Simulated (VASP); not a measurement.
# PbS (R3m) in VASP: a series of runs, part 2 of 2

VASP 6.6.1. Earlier steps stand in the parts before.

### 4 Relaxation of shape and atoms at fixed volume, PBE+D3(BJ) (volume scaled by 0.94)

File INCAR:

```
PREC = Accurate
ENCUT = 600
EDIFF = 1E-7
ISMEAR = 0
SIGMA = 0.02
LREAL = F
LASPH = T
NELM = 100
ALGO = Normal
ISIF = 4
LWAVE = F
LCHARG = F
GGA = PE
IVDW = 12
IBRION = 2
NSW = 50
EDIFFG = -0.01
```

File KPOINTS:

```
regular mesh
0
Gamma
  12 12 12
```

File POSCAR:

```
PbS
1.0
    2.0547464556      1.1863084192      3.3580070968
   -2.0547464556      1.1863084192      3.3580070968
    0.0000000000     -2.3726168385      3.3580070968
Pb S
1 1
Direct
    0.9779892341      0.9779892341      0.9779892341
    0.4776120959      0.4776120959      0.4776120959
```

Potentials or basis: VASP PAW PBE potentials, release 64 (Pb_d, S).

The run is started by

```sh
> cat potpaw_PBE.64/Pb_d/POTCAR potpaw_PBE.64/S/POTCAR > POTCAR
> mpirun -np 1 vasp_std > vasp.out
```

OUTCAR:

```text
PREC = Accurate
   ENCUT = 600
   EDIFF = 1E-7
   ISMEAR = 0
   LREAL = F
   LASPH = T
   NELM = 100
   ISIF = 4
   GGA = PE
   IVDW = 12
   IBRION = 2
   NSW = 50
   EDIFFG = -0.01
 IVDW          = 12

 ion  position               nearest neighbor table
   1  0.978  0.978  0.978-   2 2.90   2 2.90   2 2.90   2 2.91   2 2.91   2 2.91
   2  0.478  0.478  0.478-   1 2.90   1 2.90   1 2.90   1 2.91   1 2.91   1 2.91

  LATTYP: Found a trigonal (rhomboedric) cell.
 ALAT       =     4.1116325619
 COS(alpha) =     0.5005202542

  Lattice vectors:

 A1 = (   2.0547464556,   1.1863084192,   3.3580070968)
 A2 = (  -2.0547464556,   1.1863084192,   3.3580070968)
 A3 = (   0.0000000000,  -2.3726168385,   3.3580070968)

Analysis of symmetry for initial positions (statically):
=====================================================================
 Subroutine PRICEL returns:
 Original cell was already a primitive cell.

 Routine SETGRP: Setting up the symmetry group for a
 trigonal (rhombohedral) supercell.

 Subroutine GETGRP returns: Found  6 space group operations
 (whereof  6 operations were pure point group operations)
 out of a pool of 12 trial point group operations.

[... 182 lines left out ...]
     10       4.1622      2.00000
     11      12.0386      0.00000
     12      12.0386      0.00000
     13      12.0388      0.00000
     14      13.2146      0.00000
[... 377 lines left out ...]
      1     -10.3510      2.00000
      2     -10.3054      2.00000
      3     -10.2806      2.00000
      4     -10.2479      2.00000
      5     -10.2341      2.00000
      6      -5.9622      2.00000
      7      -2.3192      2.00000
      8       3.0848      2.00000
      9       4.2373      2.00000
     10       5.4602      2.00000
     11       8.0377      0.00000
     12       9.0871      0.00000
     13      10.3683      0.00000
     14      14.8400      0.00000

 [... further k-points ...]

------------------------ aborting loop because EDIFF is reached ----------------------------------------

 Edisp (eV)   -0.73824

 E8    (eV) :    -0.3319

  FORCE on cell =-STRESS in cart. coord.  units (eV):
  Direction    XX          YY          ZZ          XY          YZ          ZX
  --------------------------------------------------------------------------------------
  -------------------------------------------------------------------------------------
  Total       1.24084     1.24084     1.23229     0.00000    -0.00000     0.00000
  in kB      40.47976    40.47976    40.20092     0.00000    -0.00000     0.00000
  external pressure =       40.39 kB  Pullay stress =        0.00 kB

 VOLUME and BASIS-vectors are now :
 -----------------------------------------------------------------------------
  energy-cutoff  :      600.00
  volume of cell :       49.11
      direct lattice vectors                 reciprocal lattice vectors
     2.054746456  1.186308419  3.358007097     0.243339025  0.140491852  0.099265226
    -2.054746456  1.186308419  3.358007097    -0.243339025  0.140491852  0.099265226
     0.000000000 -2.372616838  3.358007097     0.000000000 -0.280983704  0.099265226

 POSITION                                       TOTAL-FORCE (eV/Angst)
 -----------------------------------------------------------------------------------
      0.00000     -0.00000      9.85228         0.000000      0.000000     -0.004222
      0.00000     -0.00000      4.81147         0.000000     -0.000000      0.004222
 -----------------------------------------------------------------------------------
    total drift:                                0.000000     -0.000000      0.000034

  FREE ENERGIE OF THE ION-ELECTRON SYSTEM (eV)
  ---------------------------------------------------
  free  energy   TOTEN  =        -9.4126193747 eV

  energy  without entropy=       -9.4126193676  energy(sigma->0) =       -9.41261937

 reached required accuracy - stopping structural energy minimisation
```

CONTCAR:

```text
PbS
   1.00000000000000
     2.0547464556000001    1.1863084192000000    3.3580070968000002
    -2.0547464556000001    1.1863084192000000    3.3580070968000002
     0.0000000000000000   -2.3726168384999999    3.3580070968000002
  Pb              S
     1     1
Direct
     0.9779892341000007    0.9779892341000007    0.9779892341000007
     0.4776120958999996    0.4776120958999996    0.4776120958999996

  0.00000000E+00  0.00000000E+00  0.00000000E+00
  0.00000000E+00  0.00000000E+00  0.00000000E+00
```

It took 3.2 min on 1 thread of Oxide Virtual Turin-like, shared host; peak memory 0.3 GiB.

Results:

```yaml
Free_energy: -9.4126 eV
Pressure_after_relaxing: 4.0 GPa
Largest_force_after_relaxing: 0.004 eV/Å
Band_gap_on_the_k_mesh: 0.12 eV, indirect (the least direct gap lies 3.9 meV higher)
Dispersion_energy_per_atom: -0.369 eV
```

Forces in eV/Å, atoms in the order of the input:
```
Pb   0.000  0.000 -0.004
S    0.000  0.000  0.004
```

Final structure:
```yaml
crystal:
  lattice:
    - [2.05475, 1.18631, 3.35801]
    - [-2.05475, 1.18631, 3.35801]
    - [0.00000, -2.37262, 3.35801]
  atoms:
    - { symbol: Pb, position: [0.97799, 0.97799, 0.97799] }
    - { symbol: S, position: [0.47761, 0.47761, 0.47761] }
```

Levels at points of the mesh, in eV from the valence-band top:
```tsv
k point	band 8	band 9	band 10	band 11	band 12	band 13
(0.00, 0.00, 0.00)	-2.57	-2.57	-2.57	5.31	5.31	5.31
(0.50, 0.00, 0.00)	-2.13	-2.12	0.00	0.12	1.73	1.73
(0.50, 0.50, 0.00)	-5.82	-3.94	-3.93	3.50	5.70	5.83
(0.50, 0.50, 0.50)	-2.12	-2.12	0.00	0.12	1.74	1.74
```

Caveat: the relaxation stopped at its first step, so nothing moved; spin-orbit coupling is left out, which moves the levels of the heavy elements. A k mesh can miss the band edges.

### 5 Summary

```csv
cell,gap on the mesh (eV),pressure (GPa)
"relaxed from a = 4.239 Å, angles 60.0°, 2 atoms",0.47,-1.6
"relaxed from a = 4.067 Å, angles 60.0°, 2 atoms",0.03,6.5
"relaxed from a = 4.112 Å, angles 60.0°, 2 atoms",0.12,4.0
```

Alike in all rows: task relaxation of shape and atoms at fixed volume; level PBE+D3(BJ); potentials or basis VASP PAW PBE potentials, release 64 (Pb_d, S); no spin polarisation; k mesh 12 × 12 × 12; cutoff (eV) 600; smearing gaussian 0.02 eV.

Caveats: the relaxation stopped at its first step, so nothing moved; spin-orbit coupling is left out, which moves the levels of the heavy elements.

Total energies depend on the potentials used, so only differences within one code and one set of settings carry meaning.
